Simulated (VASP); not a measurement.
CoSi2:

```
Co Si
1.0
     0.00000    2.67800    2.67800
     2.67800    0.00000    2.67800
     2.67800    2.67800    0.00000
Co Si
1 2
Cartesian
  0.0000 0.0000 0.0000
  1.3390 1.3390 1.3390
  4.0170 4.0170 4.0170
```

```yaml
Program: VASP 6.6.1
Task: relaxation of cell and atoms
Functional: PBEsol
Potentials_or_basis: VASP PAW PBE potentials, release 64 (Co, Si)
Cutoff: 600 eV
k_mesh: 14 × 14 × 14
Occupations: gaussian, width 0.1 eV
Spin: no spin polarisation
```

At the start: pressure -4.5 GPa; volume 12.80 Å³/atom.

Question: Where does the relaxation end?

Answer: Over 4 steps the energy falls by 4.3 meV/atom and the volume is 12.49 Å³/atom (-2.4 %); space group Fm-3m (No. 225, to 0.05 Å).

The path:
```
step  energy change (eV)  largest force (eV/Å)  pressure (GPa)  volume (Å³)
   1              0.0000                0.0000           -4.49        38.41
   2              0.0057                0.0000            5.85        36.45
   3             -0.0130                0.0000           -0.13        37.50
   4             -0.0130                0.0000            0.05        37.48
```

Final structure:
```
CELL_PARAMETERS angstrom
0.00000 2.65621 2.65621
2.65621 0.00000 2.65621
2.65621 2.65621 0.00000
ATOMIC_POSITIONS crystal
Co 0.00000 0.00000 0.00000
Si 0.25000 0.25000 0.25000
Si 0.75000 0.75000 0.75000
```

Caveat: the PAW data sets were made with another functional, which shifts forces and pressure a little.
